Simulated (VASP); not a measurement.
# Ge (Imma) in VASP: notebook, part 2 of 2

VASP 6.6.1. Earlier steps stand in the parts before.

### Step 3. Single point, r2SCAN

This run uses another cell than the first one, of 18.25 Å³/atom.

Input file POSCAR:

```
Ge
1.0
   -2.4621655136      2.6150361352      1.4175264166
    2.4621655136     -2.6150361352      1.4175264166
    2.4621655136      2.6150361352     -1.4175264166
Ge
2
Direct
    0.1859430000      0.9359430000      0.2500000000
    0.8140570000      0.0640570000      0.7500000000
```

Input file INCAR.step1:

```
  PREC = Accurate
  ENCUT = 520
  ISMEAR = -1
  SIGMA = 0.1
  LREAL = F
  LASPH = T
  NELM = 100
  NBANDS = 21
  GGA = PE
  ALGO = Normal
  EDIFF = 1E-4
  LWAVE = T
  LCHARG = F
```

Input file INCAR.step2:

```
  PREC = Accurate
  ENCUT = 520
  EDIFF = 1E-6
  ISMEAR = -1
  SIGMA = 0.1
  LREAL = F
  LASPH = T
  NELM = 100
  ALGO = Normal
  ISIF = 2
  LWAVE = F
  LCHARG = T
  METAGGA = R2SCAN
  LMIXTAU = T
  LELF = T
  LVHAR = T
  NBANDS = 21
  ISTART = 1
```

Input file KPOINTS:

```
Automatic mesh
0
Gamma
  11 11 11
```

Potentials or basis: VASP PAW PBE potentials, release 64 (Ge_d).

Command:

```sh
$ cat potpaw_PBE.64/Ge_d/POTCAR > POTCAR
$ cp INCAR.step1 INCAR
$ mpirun -np 1 vasp_std > vasp.out
$ cp INCAR.step2 INCAR
$ mpirun -np 1 vasp_std > vasp.out
```

OUTCAR:

```text
PREC = Accurate
   ENCUT = 520
   EDIFF = 1E-6
   ISMEAR = -1
   LREAL = F
   LASPH = T
   NELM = 100
   ISIF = 2
   METAGGA = R2SCAN
   ISTART = 1

 ion  position               nearest neighbor table
   1  0.186  0.936  0.250-   2 2.64   2 2.64   2 2.68   2 2.68
   2  0.814  0.064  0.750-   1 2.64   1 2.64   1 2.68   1 2.68

  LATTYP: Found a body centered orthorhombic cell.
 ALAT       =     2.8350528332
 B/A-ratio  =     1.7369450648
 C/A-ratio  =     1.8447882908

  Lattice vectors:

 A1 = (   2.4621655136,  -2.6150361352,   1.4175264166)
 A2 = (  -2.4621655136,  -2.6150361352,  -1.4175264166)
 A3 = (   2.4621655136,   2.6150361352,  -1.4175264166)

Analysis of symmetry for initial positions (statically):
=====================================================================
 Subroutine PRICEL returns:
 Original cell was already a primitive cell.

 Routine SETGRP: Setting up the symmetry group for a
 body centered orthorhombic supercell.

 Subroutine GETGRP returns: Found  8 space group operations
 (whereof  4 operations were pure point group operations)
 out of a pool of  8 trial point group operations.

The static configuration has the point symmetry C_2h.
 The point group associated with its full space group is D_2h.

Analysis of symmetry for dynamics (positions and initial velocities):
=====================================================================
 Subroutine PRICEL returns:
 Original cell was already a primitive cell.

 Routine SETGRP: Setting up the symmetry group for a
 body centered orthorhombic supercell.

 Subroutine GETGRP returns: Found  8 space group operations
 (whereof  4 operations were pure point group operations)
 out of a pool of  8 trial point group operations.

[... 111 lines left out ...]
   PSTRESS=    0.0 pullay stress
   NELECT =      28.0000    total number of electrons
   NUPDOWN=      -1.0000    fix difference up-down
   EMIN   =  10.00;   EMAX   =-10.00  energy-range for DOS
   EFERMI =   0.00;   METHOD = LEGACY
   ISMEAR =    -1;   SIGMA  =   0.10  broadening in eV -4-tet -1-fermi 0-gaus
   EFERMI_NEDOS =   21; number of points for ismear=-14 and -15
   IALGO  =     38    algorithm
   IMIX   =      4    mixing-type and parameters
     AMIX     =   0.40;   BMIX     =  1.00
     AMIX_MAG =   1.60;   BMIX_MAG =  1.00
  volume/ion in A,a.u.               =      18.25       123.18
  Fermi-wavevector in a.u.,A,eV,Ry     =   1.498530  2.831811 30.553141  2.245593
  Thomas-Fermi vector in A             =   2.610277
   LORBIT       =      0    0 simple, 1 ext, 2 COOP (PROOUT), +10 PAW based schemes
   METAGGA = R2SCAN    functional components
   LHFCALC =     F    Hartree Fock is set to
   AEXX    =    0.0000 exact exchange contribution
   IVDW    =     0    specifies the selected vdW correction
   LEPSILON=     F    determine dielectric tensor
   LRPA    =     F    only Hartree local field effects (RPA)
 non-spin polarized calculation
  energy-cutoff  :      520.00
  volume of cell :       36.51
 maximum number of plane-waves:       998
 NGX is ok and might be reduce to    30
   NGX = 15   NGY = 15   NGZ = 15

 number of electron      27.9999990 magnetization

 Free energy of the ion-electron system (eV)
  ---------------------------------------------------
  ext. energy  EPLUGINS =         0.00000000
  ---------------------------------------------------
  free energy    TOTEN  =       -27.01146746 eV

  energy without entropy =      -26.98852505  energy(sigma->0) =      -26.99999625

 E-fermi :   6.8996     XC(G=0): -12.4757

 val. band max:        6.8840747279   @ k =  -0.0000   0.2727   0.0000
 cond. band min:       6.9190352090   @ k =  -0.2727   0.3636   0.1818
 fundamental gap:      0.0349604810
 Fermi energy:         6.8996115664

 k-point     1 :       0.0000    0.0000    0.0000
  band No.  band energies     occupation
      1     -18.6667      2.00000
      2     -18.5775      2.00000
      3     -18.5719      2.00000
      4     -18.5693      2.00000
      5     -18.5279      2.00000
      6     -18.4822      2.00000
[... 565 lines left out ...]
     20      18.6263      0.00000
     21      18.7673      0.00000

 [... further k-points ...]

------------------------ aborting loop because EDIFF is reached ----------------------------------------

  FORCE on cell =-STRESS in cart. coord.  units (eV):
  Direction    XX          YY          ZZ          XY          YZ          ZX
  --------------------------------------------------------------------------------------
  -------------------------------------------------------------------------------------
  Total        0.6432640      0.1636993      0.3569319      0.0000000      0.0000000      0.0000000
  in kB       28.2301845      7.1840809     15.6642580      0.0000000      0.0000000      0.0000000
  external PRESSURE =      17.0261745 kB  Pullay stress =       0.0000000 kB

 VOLUME and BASIS-vectors are now :
 -----------------------------------------------------------------------------
  energy-cutoff  :      520.00
  volume of cell :       36.51
      direct lattice vectors                 reciprocal lattice vectors
    -2.462165514  2.615036135  1.417526417     0.000000000  0.191201947  0.352727113
     2.462165514 -2.615036135  1.417526417     0.203073269  0.000000000  0.352727113
     2.462165514  2.615036135 -1.417526417     0.203073269  0.191201947  0.000000000

 POSITION                                       TOTAL-FORCE (eV/Angst)
 -----------------------------------------------------------------------------------
      2.46217     -1.30752      1.23592        -0.000000     -0.000000     -0.076682
     -0.00000      3.92255      0.18160         0.000000      0.000000      0.076682
 -----------------------------------------------------------------------------------
    total drift:                                0.000000      0.000000     -0.000000

  FREE ENERGIE OF THE ION-ELECTRON SYSTEM (eV)
  ---------------------------------------------------
  free  energy   TOTEN  =       -27.0114674611 eV

  energy  without entropy=      -26.9885250454  energy(sigma->0) =      -26.99999625
```

OUTCAR.step1:

```text
PREC = Accurate
   ENCUT = 520
   ISMEAR = -1
   LREAL = F
   LASPH = T
   NELM = 100
[... 799 lines left out ...]
 -----------------------------------------------------------------------------------
      2.46217     -1.30752      1.23592        -0.000000     -0.000000     -0.045267
     -0.00000      3.92255      0.18160         0.000000      0.000000      0.045267
 -----------------------------------------------------------------------------------
    total drift:                                0.000000      0.000000     -0.000000

  FREE ENERGIE OF THE ION-ELECTRON SYSTEM (eV)
  ---------------------------------------------------
  free  energy   TOTEN  =        -8.5434107854 eV

  energy  without entropy=       -8.5183340899  energy(sigma->0) =       -8.53087244
```

OSZICAR.step1:

```text
N       E                     dE             d eps       ncg     rms          rms(c)
DAV:   1     0.171772021214E+03    0.17177E+03   -0.14093E+04 10327   0.383E+03
DAV:   2     0.145922325118E+02   -0.15718E+03   -0.15259E+03  9142   0.584E+02
DAV:   3    -0.794663531742E+01   -0.22539E+02   -0.22347E+02 10242   0.131E+02
DAV:   4    -0.855448565586E+01   -0.60785E+00   -0.60740E+00 10193   0.251E+01
DAV:   5    -0.856327334974E+01   -0.87877E-02   -0.87875E-02 10300   0.326E+00    0.215E+00
DAV:   6    -0.854951357108E+01    0.13760E-01   -0.17673E-02 12364   0.231E+00    0.122E+00
DAV:   7    -0.854354816747E+01    0.59654E-02   -0.13603E-02 12320   0.180E+00    0.109E-01
DAV:   8    -0.854340801032E+01    0.14016E-03   -0.21422E-03 11700   0.823E-01    0.393E-02
DAV:   9    -0.854341078535E+01   -0.27750E-05   -0.56083E-05  6942   0.116E-01
   1 F= -.85434108E+01 E0= -.85308724E+01  d E =-.250767E-01
```

It took 7.3 min on 1 thread of Intel Xeon Platinum 8488C (Sapphire Rapids), shared host; peak memory 0.26 GiB.

Results:

- Free energy: -27.0115 eV
- Pressure: 1.7 GPa
- Largest force: 0.077 eV/Å
- Band gap on the k mesh: zero (bands 14 and 15 overlap by 5.83 eV)

Forces in eV/Å, atoms in the order of the input:
```
Ge   0.000  0.000 -0.077
Ge   0.000  0.000  0.077
```

Levels at points of the mesh, in eV from the Fermi level:
| k point | band 12 | band 13 | band 14 | band 15 | band 16 | band 17 |
| --- | --- | --- | --- | --- | --- | --- |
| (0.00, 0.00, 0.00) | -3.72 | -2.74 | -2.21 | 3.82 | 7.51 | 7.84 |

Caveat: the PAW data sets were made with another functional, which shifts forces and pressure a little.

### Step 4. Single point, r2SCAN

This run uses another cell than the first one, of 18.63 Å³/atom.

Input file POSCAR:

```
Ge
1.0
   -2.4791465020      2.6330714371      1.4273027698
    2.4791465020     -2.6330714371      1.4273027698
    2.4791465020      2.6330714371     -1.4273027698
Ge
2
Direct
    0.1859430000      0.9359430000      0.2500000000
    0.8140570000      0.0640570000      0.7500000000
```

Input file INCAR.step1:

```
SYSTEM = Ge
PREC = Accurate
ENCUT = 520
ISMEAR = -1
SIGMA = 0.1
LREAL = .FALSE.
LASPH = .TRUE.
NELM = 80
NBANDS = 21
GGA = PE
ALGO = Normal
EDIFF = 1E-4
LWAVE = .TRUE.
LCHARG = .FALSE.
```

Input file INCAR.step2:

```
SYSTEM = Ge
PREC = Accurate
ENCUT = 520
EDIFF = 1E-6
ISMEAR = -1
SIGMA = 0.1
LREAL = .FALSE.
LASPH = .TRUE.
NELM = 80
ALGO = Normal
ISIF = 2
LWAVE = .FALSE.
LCHARG = .FALSE.
METAGGA = R2SCAN
LMIXTAU = .TRUE.
NBANDS = 21
ISTART = 1
```

Input file KPOINTS:

```
regular mesh
0
G
  11 11 11
  0 0 0
```

Command:

```sh
$ cat potpaw_PBE.64/Ge_d/POTCAR > POTCAR
$ cp INCAR.step1 INCAR
$ mpirun -np 1 vasp_std > vasp.out
$ cp INCAR.step2 INCAR
$ mpirun -np 1 vasp_std > vasp.out
```

Wall time 8 min (1 thread of Intel Xeon Platinum 8488C (Sapphire Rapids), shared host); peak memory 0.26 GiB.

The run converged. Its results:

```
Free energy            : -27.0160 eV
Pressure               : 0.0 GPa
Largest force          : 0.078 eV/Å
Band gap on the k mesh : zero (bands 14 and 15 overlap by 5.65 eV)
```

Forces on the atoms (eV/Å):
```
Ge   0.000  0.000 -0.078
Ge   0.000  0.000  0.078
```

Stress tensor (GPa, compression positive):
```
 1.09  0.00  0.00
 0.00 -0.94  0.00
 0.00  0.00 -0.10
```

Levels at points of the mesh, in eV from the Fermi level:
```
           k point  band 12  band 13  band 14  band 15  band 16  band 17
(0.00, 0.00, 0.00)    -3.80    -2.67    -2.15     3.87     7.39     7.69
```

Caveat: the PAW data sets were made with another functional, which shifts forces and pressure a little.

### Step 5. Single point, r2SCAN

This run uses another cell than the first one, of 19.01 Å³/atom.

Input file POSCAR:

```
Ge
1.0
   -2.4958980000      2.6508630000      1.4369470000
    2.4958980000     -2.6508630000      1.4369470000
    2.4958980000      2.6508630000     -1.4369470000
Ge
2
Direct
    0.1859430000      0.9359430000      0.2500000000
    0.8140570000      0.0640570000      0.7500000000
```

Input file INCAR.step1:

```
ALGO = Normal ; EDIFF = 1E-4
ENCUT = 520 ; GGA = PE
ISMEAR = -1 ; LASPH = True
LCHARG = False ; LREAL = False
LWAVE = True ; NBANDS = 21
NELM = 80 ; PREC = Accurate
SIGMA = 0.1
```

Input file INCAR.step2:

```
ALGO = Normal ; EDIFF = 1E-6
ENCUT = 520 ; ISIF = 2
ISMEAR = -1 ; ISTART = 1
LASPH = True ; LCHARG = True
LELF = True ; LMIXTAU = True
LREAL = False ; LVHAR = True
LWAVE = False ; METAGGA = R2SCAN
NBANDS = 21 ; NELM = 80
PREC = Accurate ; SIGMA = 0.1
```

Input file KPOINTS:

```
k-points
0
Gamma
  11 11 11
```

Command:

```sh
$ cat potpaw_PBE.64/Ge_d/POTCAR > POTCAR
$ cp INCAR.step1 INCAR
$ mpirun -np 1 vasp_std > vasp.out
$ cp INCAR.step2 INCAR
$ mpirun -np 1 vasp_std > vasp.out
```

Wall time 7.7 min (1 thread of Intel Xeon Platinum 8488C (Sapphire Rapids), shared host); peak memory 0.27 GiB.

It converged, with:

```
Free energy            : -27.0129 eV
Pressure               : -1.5 GPa
Largest force          : 0.082 eV/Å
Band gap on the k mesh : zero (bands 14 and 15 overlap by 5.48 eV)
```

Forces on the atoms (eV/Å):
```
Ge   0.000  0.000 -0.082
Ge   0.000  0.000  0.082
```

Stress tensor (GPa, compression positive):
```
-0.44  0.00  0.00
 0.00 -2.40  0.00
 0.00  0.00 -1.57
```

Levels at points of the mesh, in eV from the Fermi level:
```csv
k point,band 11,band 12,band 13,band 14,band 15,band 16,band 17,band 18
"(0.00, 0.00, 0.00)",-13.75,-3.87,-2.60,-2.10,3.92,7.27,7.54,8.28
```

Caveat: the PAW data sets were made with another functional, which shifts forces and pressure a little.

### Step 6. Overview

| cell | gap on the mesh (eV) | pressure (GPa) | largest force (eV/Å) |
| --- | --- | --- | --- |
| a = 3.834 Å, angles 100.8, 94.7, 136.9°, 2 atoms | none | 3.6 | 0.07 |
| a = 3.861 Å, angles 100.8, 94.7, 136.9°, 2 atoms | none | 1.7 | 0.08 |
| a = 3.888 Å, angles 100.8, 94.7, 136.9°, 2 atoms | none | 0.0 | 0.08 |
| a = 3.914 Å, angles 100.8, 94.7, 136.9°, 2 atoms | none | -1.5 | 0.08 |

Alike in all rows: task single point; level r2SCAN; potentials or basis VASP PAW PBE potentials, release 64 (Ge_d); no spin polarisation; k mesh 11 × 11 × 11; cutoff (eV) 520; smearing fermi-dirac 0.1 eV.

Caveats: the PAW data sets were made with another functional, which shifts forces and pressure a little; the cell stands under pressure (at least some runs).

Total energies depend on the potentials used, so only differences within one code and one set of settings carry meaning.

The gap in the log of VASP goes by the Fermi energy; the results here count the filled bands.